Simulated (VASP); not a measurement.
# TiC (Fm-3m) in VASP: further runs

The runs below take TiC through single point, with PBE.

Program: VASP 6.6.1. These are calculated values, not measurements. Logs are shortened: lines on timing, memory, paths and dates and some standing lists are left out, and cuts for length are marked.

## (1) The cell of the first run

It takes space group Fm-3m (No. 225, cubic). The conventional cell has a = 4.244 Å, b = 4.244 Å, c = 4.244 Å, α = 90.00°, β = 90.00°, γ = 90.00°. Within 2.8 Å of Ti (site symmetry m-3m) lie 6 C at 2.12 Å. C (site symmetry m-3m) has 6 Ti at 2.12 Å within 2.8 Å.

## (2) Single point, PBE (volume scaled by 0.94)

File INCAR:

```
PREC = Accurate
ENCUT = 520
EDIFF = 1E-7
ISMEAR = 0
SIGMA = 0.1
LREAL = False
LASPH = True
NELM = 80
ALGO = Normal
ISIF = 2
LWAVE = False
LCHARG = False
GGA = PE
NBANDS = 15
```

File KPOINTS:

```
regular mesh
0
Gamma
  16 16 16
```

File POSCAR:

```
TiC
1.0
    0.0000000000      2.1221858628      2.1221858628
    2.1221858628      0.0000000000      2.1221858628
    2.1221858628      2.1221858628      0.0000000000
Ti C
1 1
Direct
    0.0000000000      0.0000000000      0.0000000000
    0.5000000000      0.5000000000      0.5000000000
```

Potentials or basis: VASP PAW PBE potentials, release 64 (Ti_sv, C).

The run is started by

```console
cat potpaw_PBE.64/Ti_sv/POTCAR potpaw_PBE.64/C/POTCAR > POTCAR
mpirun -np 1 vasp_std > vasp.out
```

OUTCAR:

```text
PREC = Accurate
   ENCUT = 520
   EDIFF = 1E-7
   ISMEAR = 0
   LREAL = False
   LASPH = True
   NELM = 80
   ISIF = 2
   GGA = PE

 ion  position               nearest neighbor table
   1  0.000  0.000  0.000-   2 2.12   2 2.12   2 2.12   2 2.12   2 2.12   2 2.12
   2  0.500  0.500  0.500-   1 2.12   1 2.12   1 2.12   1 2.12   1 2.12   1 2.12

  LATTYP: Found a face centered cubic cell.
 ALAT       =     4.2443717256

  Lattice vectors:

 A1 = (   0.0000000000,   2.1221858628,   2.1221858628)
 A2 = (   2.1221858628,   0.0000000000,   2.1221858628)
 A3 = (   2.1221858628,   2.1221858628,   0.0000000000)

Analysis of symmetry for initial positions (statically):
=====================================================================
 Subroutine PRICEL returns:
 Original cell was already a primitive cell.

 Routine SETGRP: Setting up the symmetry group for a
 face centered cubic supercell.

 Subroutine GETGRP returns: Found 48 space group operations
 (whereof 48 operations were pure point group operations)
 out of a pool of 48 trial point group operations.

The static configuration has the point symmetry O_h .

Analysis of symmetry for dynamics (positions and initial velocities):
=====================================================================
 Subroutine PRICEL returns:
 Original cell was already a primitive cell.

 Routine SETGRP: Setting up the symmetry group for a
 face centered cubic supercell.

 Subroutine GETGRP returns: Found 48 space group operations
 (whereof 48 operations were pure point group operations)
 out of a pool of 48 trial point group operations.

The dynamic configuration has the point symmetry O_h .

 Subroutine INISYM returns: Found 48 space group operations
 (whereof 48 operations are pure point group operations),
 and found     1 'primitive' translations

----------------------------------------------------------------------------------------

                                     Primitive cell

  volume of cell :      19.1153

  direct lattice vectors                    reciprocal lattice vectors
     0.000000000  2.122185863  2.122185863    -0.235606131  0.235606131  0.235606131
     2.122185863  0.000000000  2.122185863     0.235606131 -0.235606131  0.235606131
     2.122185863  2.122185863  0.000000000     0.235606131  0.235606131 -0.235606131

  length of vectors
     3.001224029  3.001224029  3.001224029     0.408081789  0.408081789  0.408081789

  position of ions in fractional coordinates (direct lattice)
     0.000000000  0.000000000  0.000000000
     0.500000000  0.500000000  0.500000000

  ion indices of the primitive-cell ions
   primitive index   ion index
                 1           1
[... 80 lines left out ...]
   ISYM   =      2    0-nonsym 1-usesym 2-fastsym
   POTIM  = 0.5000    time-step for ionic-motion
   TEBEG  =    0.0;   TEEND  =   0.0 temperature during run
   PSTRESS=    0.0 pullay stress
   NELECT =      16.0000    total number of electrons
   NUPDOWN=      -1.0000    fix difference up-down
   EMIN   =  10.00;   EMAX   =-10.00  energy-range for DOS
   EFERMI =   0.00;   METHOD = LEGACY
   ISMEAR =     0;   SIGMA  =   0.10  broadening in eV -4-tet -1-fermi 0-gaus
   EFERMI_NEDOS =   21; number of points for ismear=-14 and -15
   IALGO  =     38    algorithm
   IMIX   =      4    mixing-type and parameters
     AMIX     =   0.40;   BMIX     =  1.00
     AMIX_MAG =   1.60;   BMIX_MAG =  1.00
  volume/ion in A,a.u.               =       9.56        64.50
  Fermi-wavevector in a.u.,A,eV,Ry     =   1.542842  2.915548 32.386777  2.380361
  Thomas-Fermi vector in A             =   2.648589
   LORBIT       =      0    0 simple, 1 ext, 2 COOP (PROOUT), +10 PAW based schemes
   GGA     = PE    functional components
   LHFCALC =     F    Hartree Fock is set to
   AEXX    =    0.0000 exact exchange contribution
   IVDW    =     0    specifies the selected vdW correction
   LEPSILON=     F    determine dielectric tensor
   LRPA    =     F    only Hartree local field effects (RPA)
 non-spin polarized calculation
 Gauss-broadening in eV      SIGMA  =   0.10
  energy-cutoff  :      520.00
  volume of cell :       19.12
 maximum number of plane-waves:       533
   NGX = 11   NGY = 11   NGZ = 11

 number of electron      16.0000002 magnetization

 Free energy of the ion-electron system (eV)
  ---------------------------------------------------
  ext. energy  EPLUGINS =         0.00000000
  ---------------------------------------------------
  free energy    TOTEN  =       -18.64376766 eV

  energy without entropy =      -18.64188050  energy(sigma->0) =      -18.64282408

 E-fermi :  10.1393     XC(G=0): -13.0165

 val. band max:       10.1334237087   @ k =   0.1250   0.0625   0.0000
 cond. band min:      10.1630572810   @ k =   0.5000   0.5000   0.0000
 fundamental gap:      0.0296335723
 Fermi energy:        10.1393457279

 k-point     1 :       0.0000    0.0000    0.0000
  band No.  band energies     occupation
      1     -46.2670      2.00000
      2     -22.2549      2.00000
      3     -22.2549      2.00000
      4     -22.2549      2.00000
      5      -2.5365      2.00000
      6      10.8585      0.00000
      7      10.8585      0.00000
      8      10.8585      0.00000
      9      11.9005      0.00000
     10      11.9005      0.00000
     11      11.9005      0.00000
     12      11.9901      0.00000
     13      11.9901      0.00000
     14      21.5455      0.00000
[... 401 lines left out ...]
      2     -22.3137      2.00000
      3     -22.2710      2.00000
      4     -22.2562      2.00000
      5      -2.2844      2.00000
      6       9.9053      1.99907
      7      10.0910      1.50599
      8      10.0982      1.43904
      9      10.9790      0.00000
     10      11.6138      0.00000
     11      12.5344      0.00000
     12      13.1706      0.00000
     13      14.0776      0.00000
     14      21.9382      0.00000
     15      24.5672      0.00000

 [... further k-points ...]
[... 5 lines left out ...]
  --------------------------------------------------------------------------------------
  -------------------------------------------------------------------------------------
  Total        2.1145618      2.1145618      2.1145618     -0.0000000      0.0000000     -0.0000000
  in kB      177.2354973    177.2354973    177.2354973     -0.0000000      0.0000000     -0.0000000
  external PRESSURE =     177.2354973 kB  Pullay stress =       0.0000000 kB

 VOLUME and BASIS-vectors are now :
 -----------------------------------------------------------------------------
  energy-cutoff  :      520.00
  volume of cell :       19.12
      direct lattice vectors                 reciprocal lattice vectors
     0.000000000  2.122185863  2.122185863    -0.235606131  0.235606131  0.235606131
     2.122185863  0.000000000  2.122185863     0.235606131 -0.235606131  0.235606131
     2.122185863  2.122185863  0.000000000     0.235606131  0.235606131 -0.235606131

 POSITION                                       TOTAL-FORCE (eV/Angst)
 -----------------------------------------------------------------------------------
      0.00000      0.00000      0.00000         0.000000      0.000000     -0.000000
      2.12219      2.12219      2.12219        -0.000000     -0.000000      0.000000
 -----------------------------------------------------------------------------------
    total drift:                                0.000000     -0.000000     -0.000000

  FREE ENERGIE OF THE ION-ELECTRON SYSTEM (eV)
  ---------------------------------------------------
  free  energy   TOTEN  =       -18.6437676574 eV

  energy  without entropy=      -18.6418805001  energy(sigma->0) =      -18.64282408
```

OSZICAR:

```text
N       E                     dE             d eps       ncg     rms          rms(c)
DAV:   1     0.119785975109E+03    0.11979E+03   -0.79866E+03  4388   0.130E+03
DAV:   2    -0.166016418793E+02   -0.13639E+03   -0.12772E+03  4749   0.339E+02
DAV:   3    -0.238786275849E+02   -0.72770E+01   -0.71796E+01  5615   0.773E+01
DAV:   4    -0.240823423791E+02   -0.20371E+00   -0.20358E+00  5421   0.119E+01
DAV:   5    -0.240871954362E+02   -0.48531E-02   -0.48510E-02  5681   0.164E+00    0.196E+01
DAV:   6    -0.191142238265E+02    0.49730E+01   -0.11239E+01  6218   0.567E+01    0.657E+00
DAV:   7    -0.186585578311E+02    0.45567E+00   -0.18609E+00  5068   0.194E+01    0.540E+00
DAV:   8    -0.186390934980E+02    0.19464E-01   -0.10799E-01  5002   0.406E+00    0.282E+00
DAV:   9    -0.186465845970E+02   -0.74911E-02   -0.61160E-02  5758   0.277E+00    0.839E-01
DAV:  10    -0.186447233787E+02    0.18612E-02   -0.85088E-03  5467   0.127E+00    0.529E-01
DAV:  11    -0.186437946674E+02    0.92871E-03   -0.18805E-03  5099   0.650E-01    0.101E-01
DAV:  12    -0.186437703970E+02    0.24270E-04   -0.20593E-04  4917   0.146E-01    0.188E-02
DAV:  13    -0.186437680374E+02    0.23596E-05   -0.15904E-05  5486   0.325E-02    0.515E-03
DAV:  14    -0.186437677411E+02    0.29627E-06   -0.43904E-07  5419   0.978E-03    0.400E-03
DAV:  15    -0.186437676574E+02    0.83758E-07   -0.11155E-07  3746   0.388E-03
   1 F= -.18643768E+02 E0= -.18642824E+02  d E =-.188716E-02
```

stdout:

```text
POSCAR found type information on POSCAR TiC
 POSCAR found :  2 types and       2 ions
 scaLAPACK will be used
 LDA part: xc-table for (Slater+PW92), standard interpolation
 POSCAR, INCAR and KPOINTS ok, starting setup
 FFT: planning ... GRIDC
 FFT: planning ... GRID_SOFT
 FFT: planning ... GRID
 WAVECAR not read
 entering main loop
```

Wall time 24 s (1 thread of Intel Xeon Platinum 8488C (Sapphire Rapids), shared host); peak memory 0.17 GiB.

Results:

```
Free energy            : -18.6438 eV
Pressure               : 17.7 GPa
Band gap on the k mesh : zero (band 8 reaches 10.86 eV, above the bottom of band 9 at 9.73 eV)
```

Levels at points of the mesh, in eV from the Fermi level:
```tsv
k point	band 6	band 7	band 8	band 9	band 10	band 11
(0.00, 0.00, 0.00)	0.72	0.72	0.72	1.76	1.76	1.76
(0.50, 0.00, 0.00)	-6.12	-3.09	-3.09	3.17	3.17	4.46
(0.50, 0.50, 0.00)	-3.46	-1.80	0.02	0.02	2.94	3.83
```

## (3) Single point, PBE (volume scaled by 0.97)

File INCAR:

```
ALGO = Normal ; EDIFF = 1E-7
ENCUT = 520 ; GGA = PE
ISIF = 2 ; ISMEAR = 0
LASPH = T ; LCHARG = T
LELF = T ; LREAL = F
LVHAR = T ; LWAVE = F
NBANDS = 15 ; NELM = 60
PREC = Accurate ; SIGMA = 0.1
```

File KPOINTS:

```
k-points
0
Gamma
  16 16 16
```

File POSCAR:

```
TiC
1.0
    0.0000000000      2.1445263030      2.1445263030
    2.1445263030      0.0000000000      2.1445263030
    2.1445263030      2.1445263030      0.0000000000
Ti C
1 1
Direct
    0.0000000000      0.0000000000      0.0000000000
    0.5000000000      0.5000000000      0.5000000000
```

Potentials or basis: VASP PAW PBE potentials, release 64 (Ti_sv, C).

The run is started by

```console
cat potpaw_PBE.64/Ti_sv/POTCAR potpaw_PBE.64/C/POTCAR > POTCAR
mpirun -np 1 vasp_std > vasp.out
```

Wall time 35 s (1 thread of Intel Xeon Platinum 8488C (Sapphire Rapids), shared host); peak memory 0.17 GiB.

Results (log left out):

```yaml
Free_energy: -18.6933 eV
Pressure: 8.3 GPa
Band_gap_on_the_k_mesh: zero (band 8 reaches 10.47 eV, above the bottom of band 9 at 9.35 eV)
```

Levels at points of the mesh, in eV from the Fermi level:
```csv
k point,band 6,band 7,band 8,band 9,band 10,band 11
"(0.00, 0.00, 0.00)",0.71,0.71,0.71,1.72,1.72,1.72
"(0.50, 0.00, 0.00)",-5.97,-2.98,-2.98,3.04,3.04,4.27
"(0.50, 0.50, 0.00)",-3.45,-1.70,-0.01,-0.01,2.82,3.67
```
